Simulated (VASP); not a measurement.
# PbS in VASP: single point with r2SCAN

Aim: the single point of PbS with r2SCAN.

Program: VASP 6.6.1. These are calculated values, not measurements. Logs are shortened: lines on timing, memory, paths and dates and some standing lists are left out, and cuts for length are marked.

### Step 1. The cell of the first run

The cell holds a slab with vacuum, 4 atoms: a = 4.220 Å, b = 4.220 Å, c = 22.306 Å, α = 93.81°, β = 93.81°, γ = 90.05°.

### Step 2. Single point, r2SCAN

The input, POSCAR:

```
PbS
1.0
    2.9828200000     -2.9853100000      0.0000000000
    2.9828200000      2.9853100000      0.0000000000
   -2.0983300000      0.0000000000     22.2066700000
Pb S
2 2
Direct
    0.7325600000      0.7221200000      0.9357000000
    0.2778800000      0.2674400000      0.0643000000
    0.2459500000      0.2157900000      0.9443700000
    0.7842100000      0.7540500000      0.0556300000
```

The input, INCAR.step1:

```
SYSTEM = PbS
  PREC = Accurate
  ENCUT = 520
  ISMEAR = 0
  SIGMA = 0.1
  LREAL = .FALSE.
  LASPH = .TRUE.
  NELM = 60
  NBANDS = 28
  GGA = PE
  ALGO = Normal
  EDIFF = 1E-4
  LWAVE = .TRUE.
  LCHARG = .FALSE.
```

The input, INCAR.step2:

```
SYSTEM = PbS
  PREC = Accurate
  ENCUT = 520
  EDIFF = 1E-6
  ISMEAR = 0
  SIGMA = 0.1
  LREAL = .FALSE.
  LASPH = .TRUE.
  NELM = 60
  ALGO = Normal
  ISIF = 2
  LWAVE = .FALSE.
  LCHARG = .FALSE.
  METAGGA = R2SCAN
  LMIXTAU = .TRUE.
  NBANDS = 28
  ISTART = 1
```

The input, KPOINTS:

```
regular mesh
0
G
  5 5 1
  0 0 0
```

Potentials or basis: VASP PAW PBE potentials, release 64 (Pb_d, S).

Command:

```sh
> cat potpaw_PBE.64/Pb_d/POTCAR potpaw_PBE.64/S/POTCAR > POTCAR
> cp INCAR.step1 INCAR
> mpirun -np 1 vasp_std > vasp.out
> cp INCAR.step2 INCAR
> mpirun -np 1 vasp_std > vasp.out
```

OUTCAR:

```text
SYSTEM = PbS
   PREC = Accurate
   ENCUT = 520
   EDIFF = 1E-6
   ISMEAR = 0
   LREAL = .FALSE.
   LASPH = .TRUE.
   NELM = 60
   ISIF = 2
   METAGGA = R2SCAN
   ISTART = 1

 ion  position               nearest neighbor table
   1  0.733  0.722  0.936-   4 2.66   3 2.93   3 2.99   3 2.99   3 3.05   2 4.13   2 4.13   2 4.13
                             2 4.13
   2  0.278  0.267  0.064-   3 2.66   4 2.93   4 2.99   4 2.99   4 3.05   1 4.13   1 4.13   1 4.13
                             1 4.13
   3  0.246  0.216  0.944-   2 2.66   1 2.93   1 2.99   1 2.99   1 3.05
   4  0.784  0.754  0.056-   1 2.66   2 2.93   2 2.99   2 2.99   2 3.05

  LATTYP: Found a base centered monoclinic cell.
 ALAT       =     5.9656400000
 B/A-ratio  =     1.0008347805
 C/A-ratio  =     3.7390097834
 COS(beta)  =    -0.0940719499

  Lattice vectors:

 A1 = (   2.9828200000,  -2.9853100000,   0.0000000000)
 A2 = (   2.9828200000,   2.9853100000,   0.0000000000)
 A3 = (  -2.0983300000,   0.0000000000,  22.2066700000)

Analysis of symmetry for initial positions (statically):
=====================================================================
 Subroutine PRICEL returns:
 Original cell was already a primitive cell.

 Routine SETGRP: Setting up the symmetry group for a
 base centered monoclinic supercell.

 Subroutine GETGRP returns: Found  2 space group operations
 (whereof  2 operations were pure point group operations)
 out of a pool of  4 trial point group operations.

The static configuration has the point symmetry C_2 .

Analysis of symmetry for dynamics (positions and initial velocities):
=====================================================================
 Subroutine PRICEL returns:
 Original cell was already a primitive cell.

 Routine SETGRP: Setting up the symmetry group for a
 base centered monoclinic supercell.

 Subroutine GETGRP returns: Found  2 space group operations
 (whereof  2 operations were pure point group operations)
 out of a pool of  4 trial point group operations.

The dynamic configuration has the point symmetry C_2 .

 Subroutine INISYM returns: Found  2 space group operations
 (whereof  2 operations are pure point group operations),
 and found     1 'primitive' translations

----------------------------------------------------------------------------------------

                                     Primitive cell

  volume of cell :     395.4849

  direct lattice vectors                    reciprocal lattice vectors
     2.982820000 -2.985310000  0.000000000     0.167626608 -0.167486794  0.015839202
     2.982820000  2.985310000  0.000000000     0.167626608  0.167486794  0.015839202
    -2.098330000  0.000000000 22.206670000     0.000000000  0.000000000  0.045031515

  length of vectors
     4.220105561  4.220105561 22.305586324     0.237489760  0.237489760  0.045031515

  position of ions in fractional coordinates (direct lattice)
     0.732560000  0.722120000  0.935700000
     0.277880000  0.267440000  0.064300000
     0.245950000  0.215790000  0.944370000
     0.784210000  0.754050000  0.055630000

  ion indices of the primitive-cell ions
   primitive index   ion index
                 1           1
                 2           2
                 3           3
                 4           4

----------------------------------------------------------------------------------------

 KPOINTS: regular mesh

Automatic generation of k-mesh.
 Grid dimensions read from file:
 generate k-points for:    5    5    1

 Generating k-lattice:

  Cartesian coordinates                     Fractional coordinates (reciprocal lattice)
     0.033525322 -0.033497359  0.003167840     0.200000000 -0.000000000  0.000000000
     0.033525322  0.033497359  0.003167840    -0.000000000  0.200000000  0.000000000
     0.000000000  0.000000000  0.045031515     0.000000000  0.000000000  1.000000000

  Length of vectors
     0.047497952  0.047497952  0.045031515

  Shift w.r.t. Gamma in fractional coordinates (k-lattice)
     0.000000000  0.000000000  0.000000000

 Subroutine IBZKPT returns following result:
 ===========================================

 Found      9 irreducible k-points:

 Following reciprocal coordinates:
            Coordinates               Weight
  0.000000  0.000000  0.000000      1.000000
  0.200000  0.000000  0.000000      4.000000
  0.400000  0.000000  0.000000      4.000000
  0.200000  0.200000  0.000000      2.000000
  0.400000  0.200000 -0.000000      4.000000
 -0.400000  0.200000  0.000000      4.000000
 -0.200000  0.200000  0.000000      2.000000
  0.400000  0.400000  0.000000      2.000000
 -0.400000  0.400000  0.000000      2.000000
   k-points           NKPTS =      9   k-points in BZ     NKDIM =      9   number of bands    NBANDS=     28
   number of dos      NEDOS =    301   number of ions     NIONS =      4
   total plane-waves  NPLWV = 172032
   dimension x,y,z NGX =    32 NGY =   32 NGZ =  168
   dimension x,y,z NGXF=    64 NGYF=   64 NGZF=  336
   ions per type =               2   2
   NGX,Y,Z   is equivalent  to a cutoff of  12.61, 12.61, 12.52 a.u.
   NGXF,Y,Z  is equivalent  to a cutoff of  25.21, 25.21, 25.04 a.u.
 SYSTEM =  PbS
   PREC   = accura    normal or accurate (medium, high low for compatibility)
   ISTART =      1    job   : 0-new  1-cont  2-samecut
   ICHARG =      0    charge: 1-file 2-atom 10-const
   ISPIN  =      1    spin polarized calculation?
   LNONCOLLINEAR =      F non collinear calculations
   LSORBIT =      F    spin-orbit coupling
   LASPH  =      T    aspherical Exc in radial PAW
   ENCUT  =  520.0 eV  38.22 Ry    6.18 a.u.   7.85  7.85 41.47*2*pi/ulx,y,z
   NELM   =     60;   NELMIN=  2; NELMDL=  0     # of ELM steps
   EDIFF  = 0.1E-05   stopping-criterion for ELM
   LREAL  =      F    real-space projection
   EDIFFG = 0.1E-04   stopping-criterion for IOM
   NSW    =      0    number of steps for IOM
   IBRION =     -1    ionic relax: 0-MD 1-quasi-New 2-CG
   NFREE  =      0    steps in history (QN), initial steepest desc. (CG)
   ISIF   =      2    stress and relaxation
   ISYM   =      2    0-nonsym 1-usesym 2-fastsym
   POTIM  = 0.5000    time-step for ionic-motion
   TEBEG  =    0.0;   TEEND  =   0.0 temperature during run
   PSTRESS=    0.0 pullay stress
   NELECT =      40.0000    total number of electrons
   NUPDOWN=      -1.0000    fix difference up-down
   EMIN   =  10.00;   EMAX   =-10.00  energy-range for DOS
   EFERMI =   0.00;   METHOD = LEGACY
   ISMEAR =     0;   SIGMA  =   0.10  broadening in eV -4-tet -1-fermi 0-gaus
   EFERMI_NEDOS =   21; number of points for ismear=-14 and -15
   IALGO  =     38    algorithm
   IMIX   =      4    mixing-type and parameters
     AMIX     =   0.40;   BMIX     =  1.00
     AMIX_MAG =   1.60;   BMIX_MAG =  1.00
  volume/ion in A,a.u.               =      98.87       667.22
  Fermi-wavevector in a.u.,A,eV,Ry     =   0.762755  1.441397  7.915797  0.581795
  Thomas-Fermi vector in A             =   1.862286
   LORBIT       =      0    0 simple, 1 ext, 2 COOP (PROOUT), +10 PAW based schemes
   METAGGA = R2SCAN    functional components
   LHFCALC =     F    Hartree Fock is set to
   AEXX    =    0.0000 exact exchange contribution
   IVDW    =     0    specifies the selected vdW correction
   LEPSILON=     F    determine dielectric tensor
   LRPA    =     F    only Hartree local field effects (RPA)
 non-spin polarized calculation
 Gauss-broadening in eV      SIGMA  =   0.10
  energy-cutoff  :      520.00
  volume of cell :      395.48
 maximum number of plane-waves:     10672
   NGX = 15   NGY = 15   NGZ = 83

 number of electron      40.0000000 magnetization

 Free energy of the ion-electron system (eV)
  ---------------------------------------------------
  ext. energy  EPLUGINS =         0.00000000
  ---------------------------------------------------
  free energy    TOTEN  =      -130.91126805 eV

  energy without entropy =     -130.91126805  energy(sigma->0) =     -130.91126805

 E-fermi :  -1.6229     XC(G=0):  -3.0739

 val. band max:       -2.1361454111   @ k =   0.4000   0.0000   0.0000
 cond. band min:       0.0011360207   @ k =   0.4000   0.0000   0.0000
 fundamental gap:      2.1372814318
 Fermi energy:        -1.6229202699

 k-point     1 :       0.0000    0.0000    0.0000
  band No.  band energies     occupation
      1     -19.0029      2.00000
      2     -18.8936      2.00000
      3     -18.8772      2.00000
      4     -18.8623      2.00000
      5     -18.8538      2.00000
      6     -18.8356      2.00000
[... 20 lines left out ...]
     27       3.5135      0.00000
     28       3.8808      0.00000

 k-point     2 :       0.2000    0.0000    0.0000
  band No.  band energies     occupation
      1     -18.9792      2.00000
      2     -18.8815      2.00000
      3     -18.8735      2.00000
      4     -18.8639      2.00000
      5     -18.8596      2.00000
      6     -18.8539      2.00000
[... 20 lines left out ...]
     27       3.2980      0.00000
     28       3.4817      0.00000

 k-point     3 :       0.4000    0.0000    0.0000
  band No.  band energies     occupation
      1     -18.9313      2.00000
      2     -18.8921      2.00000
      3     -18.8780      2.00000
      4     -18.8749      2.00000
      5     -18.8597      2.00000
      6     -18.8506      2.00000
[... 20 lines left out ...]
     27       3.7953      0.00000
     28       4.1107      0.00000

 k-point     4 :       0.2000    0.2000    0.0000
  band No.  band energies     occupation
      1     -18.9693      2.00000
      2     -18.8907      2.00000
      3     -18.8700      2.00000
      4     -18.8591      2.00000
      5     -18.8578      2.00000
      6     -18.8577      2.00000
[... 20 lines left out ...]
     27       3.5951      0.00000
     28       3.6011      0.00000

 k-point     5 :       0.4000    0.2000   -0.0000
  band No.  band energies     occupation
      1     -18.9543      2.00000
      2     -18.9300      2.00000
      3     -18.8659      2.00000
      4     -18.8626      2.00000
      5     -18.8516      2.00000
      6     -18.8443      2.00000
[... 20 lines left out ...]
     27       4.1336      0.00000
     28       4.3722      0.00000

 k-point     6 :      -0.4000    0.2000    0.0000
  band No.  band energies     occupation
      1     -18.9543      2.00000
      2     -18.9302      2.00000
      3     -18.8657      2.00000
      4     -18.8627      2.00000
      5     -18.8520      2.00000
      6     -18.8440      2.00000
[... 20 lines left out ...]
     27       4.1138      0.00000
     28       4.4344      0.00000

 k-point     7 :      -0.2000    0.2000    0.0000
  band No.  band energies     occupation
      1     -18.9694      2.00000
      2     -18.8909      2.00000
      3     -18.8700      2.00000
      4     -18.8589      2.00000
      5     -18.8578      2.00000
      6     -18.8577      2.00000
[... 20 lines left out ...]
     27       3.5834      0.00000
     28       3.5961      0.00000

 k-point     8 :       0.4000    0.4000    0.0000
  band No.  band energies     occupation
      1     -18.9916      2.00000
      2     -18.9838      2.00000
      3     -18.8545      2.00000
      4     -18.8536      2.00000
      5     -18.8439      2.00000
      6     -18.8361      2.00000
[... 20 lines left out ...]
     27       4.6097      0.00000
     28       4.7688      0.00000

 k-point     9 :      -0.4000    0.4000    0.0000
  band No.  band energies     occupation
      1     -18.9916      2.00000
      2     -18.9839      2.00000
      3     -18.8547      2.00000
      4     -18.8527      2.00000
      5     -18.8456      2.00000
      6     -18.8350      2.00000
[... 20 lines left out ...]
     27       4.6102      0.00000
     28       4.7708      0.00000

------------------------ aborting loop because EDIFF is reached ----------------------------------------

  FORCE on cell =-STRESS in cart. coord.  units (eV):
  Direction    XX          YY          ZZ          XY          YZ          ZX
  --------------------------------------------------------------------------------------
  -------------------------------------------------------------------------------------
  Total       -0.0174648     -0.0067205     -0.0976736      0.0000000      0.0000000      0.0153781
  in kB       -0.0707528     -0.0272260     -0.3956926      0.0000000      0.0000000      0.0622994
  external PRESSURE =      -0.1645571 kB  Pullay stress =       0.0000000 kB

 VOLUME and BASIS-vectors are now :
 -----------------------------------------------------------------------------
  energy-cutoff  :      520.00
  volume of cell :      395.48
      direct lattice vectors                 reciprocal lattice vectors
     2.982820000 -2.985310000  0.000000000     0.167626608 -0.167486794  0.015839202
     2.982820000  2.985310000  0.000000000     0.167626608  0.167486794  0.015839202
    -2.098330000  0.000000000 22.206670000     0.000000000  0.000000000  0.045031515

 POSITION                                       TOTAL-FORCE (eV/Angst)
 -----------------------------------------------------------------------------------
      2.37564     -0.03117     20.77878         0.000529     -0.002986      0.007318
      1.49167     -0.03117      1.42789        -0.000529     -0.002986     -0.007318
     -0.60431     -0.09004     20.97131        -0.006484      0.002986      0.012479
      4.47162     -0.09004      1.23536         0.006484      0.002986     -0.012479
 -----------------------------------------------------------------------------------
    total drift:                                0.000000      0.000613      0.000000

  FREE ENERGIE OF THE ION-ELECTRON SYSTEM (eV)
  ---------------------------------------------------
  free  energy   TOTEN  =      -130.9112680471 eV

  energy  without entropy=     -130.9112680471  energy(sigma->0) =     -130.91126805
```

It took 7.1 min on 1 thread of Intel Xeon Platinum 8259CL at 2.50GHz (Skylake/Cascade Lake), shared host; peak memory 0.49 GiB.

What came out:

* Free energy: -130.9113 eV
* Largest force: 0.014 eV/Å
* Band gap on the k mesh: 2.14 eV, direct

Forces on the atoms (eV/Å):
```
Pb   0.001 -0.003  0.007
Pb  -0.001 -0.003 -0.007
S   -0.006  0.003  0.012
S    0.006  0.003 -0.012
```

Caveat: the PAW data sets were made with another functional, which shifts forces and pressure a little; spin-orbit coupling is left out, which moves the levels of the heavy elements.
